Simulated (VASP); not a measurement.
# GaP (F-43m) in VASP: notebook, part 2 of 2

VASP 6.6.1. Earlier steps stand in the parts before.

## 3. Single point, r2SCAN, non-collinear spin, zero start, spin-orbit coupling (strain +3.0%)

File POSCAR:

```
GaP
1.0
    0.0000000000      2.8071612660      2.8071612660
    2.8071612660      0.0000000000      2.8071612660
    2.8071612660      2.8071612660      0.0000000000
Ga P
1 1
Direct
    0.0000000000      0.0000000000      0.0000000000
    0.2500000000      0.2500000000      0.2500000000
```

File INCAR.step1:

```
  PREC = Accurate
  ENCUT = 520
  ISMEAR = -1
  SIGMA = 0.02
  LREAL = F
  LASPH = T
  NELM = 150
  MAGMOM = 0 0 0 0 0 0
  LSORBIT = T
  GGA_COMPAT = F
  NBANDS = 30
  GGA = PE
  ALGO = Normal
  EDIFF = 1E-4
  LWAVE = T
  LCHARG = F
```

File INCAR.step2:

```
  PREC = Accurate
  ENCUT = 520
  EDIFF = 1E-7
  ISMEAR = -1
  SIGMA = 0.02
  LREAL = F
  LASPH = T
  NELM = 150
  ALGO = Normal
  ISIF = 2
  LWAVE = F
  LCHARG = F
  MAGMOM = 0 0 0 0 0 0
  LORBIT = 11
  LSORBIT = T
  GGA_COMPAT = F
  LORBMOM = T
  METAGGA = R2SCAN
  LMIXTAU = T
  NBANDS = 30
  ISTART = 1
```

File KPOINTS:

```
regular mesh
0
Gamma
  8 8 8
```

Potentials or basis: VASP PAW PBE potentials, release 64 (Ga_d, P).

Started as:

```console
> cat potpaw_PBE.64/Ga_d/POTCAR potpaw_PBE.64/P/POTCAR > POTCAR
> cp INCAR.step1 INCAR
> mpirun -np 1 vasp_ncl > vasp.out
> cp INCAR.step2 INCAR
> mpirun -np 1 vasp_ncl > vasp.out
```

OUTCAR:

```text
PREC = Accurate
   ENCUT = 520
   EDIFF = 1E-7
   ISMEAR = -1
   LREAL = F
   LASPH = T
   NELM = 150
   ISIF = 2
   LORBIT = 11
   LSORBIT = T
   METAGGA = R2SCAN
   ISTART = 1

 ion  position               nearest neighbor table
   1  0.000  0.000  0.000-   2 2.43   2 2.43   2 2.43   2 2.43
   2  0.250  0.250  0.250-   1 2.43   1 2.43   1 2.43   1 2.43

  LATTYP: Found a face centered cubic cell.
 ALAT       =     5.6143225320

  Lattice vectors:

 A1 = (   0.0000000000,   2.8071612660,   2.8071612660)
 A2 = (   2.8071612660,   0.0000000000,   2.8071612660)
 A3 = (   2.8071612660,   2.8071612660,   0.0000000000)

Analysis of symmetry for initial positions (statically):
=====================================================================
 Subroutine PRICEL returns:
 Original cell was already a primitive cell.

 Routine SETGRP: Setting up the symmetry group for a
 face centered cubic supercell.
[... 1056 lines left out ...]
    -0.0006474    -0.0001619     0.0000000    -0.0001619     0.0000000
 l=   3
     0.0000000     0.0000000     0.0000000     0.0000000     0.0000000     0.0000000     0.0000000
     0.0000000     0.0000000     0.0000000     0.0000000     0.0000000     0.0000000     0.0000000
     0.0000000     0.0000000     0.0000000     0.0000000     0.0000000     0.0000000     0.0000000
     0.0000000     0.0000000     0.0000000     0.0000000     0.0000000     0.0000000     0.0000000
     0.0000000     0.0000000     0.0000000     0.0000000     0.0000000     0.0000000     0.0000000
     0.0000000     0.0000000     0.0000000     0.0000000     0.0000000     0.0000000     0.0000000
     0.0000000     0.0000000     0.0000000     0.0000000     0.0000000     0.0000000     0.0000000

 Ion:    2  E_soc:     -0.0008467
 l=   1
     0.0000000    -0.0001411    -0.0001411
    -0.0001411     0.0000000    -0.0001411
    -0.0001411    -0.0001411     0.0000000
 l=   2
     0.0000000     0.0000000     0.0000000     0.0000000     0.0000000
     0.0000000     0.0000000     0.0000000     0.0000000     0.0000000
     0.0000000     0.0000000     0.0000000     0.0000000     0.0000000
     0.0000000     0.0000000     0.0000000     0.0000000     0.0000000
     0.0000000     0.0000000     0.0000000     0.0000000     0.0000000
 l=   3
     0.0000000     0.0000000     0.0000000     0.0000000     0.0000000     0.0000000     0.0000000
     0.0000000     0.0000000     0.0000000     0.0000000     0.0000000     0.0000000     0.0000000
     0.0000000     0.0000000     0.0000000     0.0000000     0.0000000     0.0000000     0.0000000
     0.0000000     0.0000000     0.0000000     0.0000000     0.0000000     0.0000000     0.0000000
     0.0000000     0.0000000     0.0000000     0.0000000     0.0000000     0.0000000     0.0000000
     0.0000000     0.0000000     0.0000000     0.0000000     0.0000000     0.0000000     0.0000000
     0.0000000     0.0000000     0.0000000     0.0000000     0.0000000     0.0000000     0.0000000

 total charge

# of ion       s       p       d       tot
------------------------------------------
    1        0.825   0.756  10.000  11.581
    2        1.014   1.486   0.000   2.499
--------------------------------------------------
tot          1.839   2.242  10.000  14.081

 magnetization (x)

# of ion       s       p       d       tot
------------------------------------------
    1        0.000  -0.000  -0.000  -0.000
    2        0.000  -0.000   0.000  -0.000
--------------------------------------------------
tot          0.000  -0.000  -0.000  -0.000

 magnetization (y)

# of ion       s       p       d       tot
------------------------------------------
    1       -0.000  -0.000  -0.000  -0.000
    2        0.000   0.000   0.000   0.000
--------------------------------------------------
tot         -0.000  -0.000  -0.000  -0.000

 magnetization (z)

# of ion       s       p       d       tot
------------------------------------------
    1       -0.000   0.000  -0.000   0.000
    2        0.000  -0.000   0.000  -0.000
--------------------------------------------------
tot         -0.000   0.000  -0.000  -0.000
```

Run time: 13 min. Hardware: 1 thread of Intel Xeon Platinum 8259CL at 2.50GHz (Skylake/Cascade Lake), shared host; peak memory 0.38 GiB.

Results:

| Item | Value |
| --- | --- |
| Free energy | -21.3867 eV |
| Pressure | -6.4 GPa |
| Net moment | 0.00 μB per cell |
| Valence electrons inside the program's atomic spheres | Ga 11.58; P 2.50 |

Moments on the atoms (μB; x, y, z):
```
Ga  0.00 0.00 0.00
P   0.00 0.00 0.00
```

Caveat: the cell differs from its parent crystal (strain +3.0%); the cell stands under tension; the PAW data sets were made with another functional, which shifts forces and pressure a little.

## 4. Single point, HSE06 (strain -2.0%)

File POSCAR:

```
GaP
1.0
    0.0000000000      2.6708913017      2.6708913017
    2.6708913017      0.0000000000      2.6708913017
    2.6708913017      2.6708913017      0.0000000000
Ga P
1 1
Direct
    0.0000000000      0.0000000000      0.0000000000
    0.2500000000      0.2500000000      0.2500000000
```

File INCAR.step1:

```
SYSTEM = GaP
ALGO = Normal ; EDIFF = 1E-5
ENCUT = 520 ; GGA = PE
ISIF = 2 ; ISMEAR = 0
LASPH = .True. ; LCHARG = .False.
LREAL = .False. ; LWAVE = .True.
NBANDS = 16 ; NELM = 100
PREC = Accurate ; SIGMA = 0.01
```

File INCAR.step2:

```
SYSTEM = GaP
ALGO = Normal ; EDIFF = 1E-6
ENCUT = 520 ; GGA = PE
HFSCREEN = 0.2079 ; ISIF = 2
ISMEAR = 0 ; ISTART = 1
LASPH = .True. ; LCHARG = .False.
LHFCALC = .True. ; LREAL = .False.
LWAVE = .False. ; NBANDS = 16
NELM = 100 ; PREC = Accurate
PRECFOCK = Normal ; SIGMA = 0.01
```

File KPOINTS:

```
k-points
0
Gamma
  6 6 6
  0 0 0
```

Started as:

```console
> cat potpaw_PBE.64/Ga_d/POTCAR potpaw_PBE.64/P/POTCAR > POTCAR
> cp INCAR.step1 INCAR
> mpirun -np 1 vasp_std > vasp.out
> cp INCAR.step2 INCAR
> mpirun -np 1 vasp_std > vasp.out
```

Run time: 83 min. Hardware: 1 thread of Intel Xeon 8259CL, shared host; peak memory 0.29 GiB.

The run converged. Its results:

```
Free energy            : -10.7284 eV
Pressure               : 6.7 GPa
Band gap on the k mesh : 2.16 eV (least direct gap 3.35 eV)
```

Levels at points of the mesh, in eV from the valence-band top:
```
           k point  band 5  band 6  band 7  band 8  band 9  band 10  band 11  band 12  band 13  band 14
(0.00, 0.00, 0.00)  -17.02  -14.28    0.00    0.00    0.00     3.35     4.76     4.76     4.76    10.16
(0.50, 0.00, 0.00)  -17.01  -11.84   -7.62   -1.31   -1.31     2.72     5.60     5.60     9.37    12.65
(0.50, 0.50, 0.00)  -17.00  -10.77   -7.65   -3.16   -3.16     2.16     2.50    12.55    12.55    13.20
```

Caveat: the cell differs from its parent crystal (strain -2.0%); the cell stands under pressure; the PAW data sets were made with another functional, which shifts forces and pressure a little.

## 5. Summary

```tsv
level	spin	cell	k mesh	smearing	grid for exact exchange (PRECFOCK)	share of exact exchange	screening parameter	pressure (GPa)	moment (μB)
r2SCAN	non-collinear, zero start, SOC	a = 3.931 Å, angles 60.0°, 2 atoms	8 × 8 × 8	gaussian 0.01 eV	-	-	-	-4.6	0.00
r2SCAN	non-collinear, zero start, SOC	a = 3.970 Å, angles 60.0°, 2 atoms	8 × 8 × 8	fermi-dirac 0.02 eV	-	-	-	-6.4	0.00
HSE06	off	a = 3.777 Å, angles 60.0°, 2 atoms	6 × 6 × 6	gaussian 0.01 eV	Normal	0.25	0.2079 1/Å	6.7	-
```

Alike in all rows: task single point; potentials or basis VASP PAW PBE potentials, release 64 (Ga_d, P); cutoff (eV) 520.

Caveats: the PAW data sets were made with another functional, which shifts forces and pressure a little; the cell stands under tension (at least some runs); the cell stands under pressure (at least some runs).

Absolute energies hang on the potentials; compare differences alone.
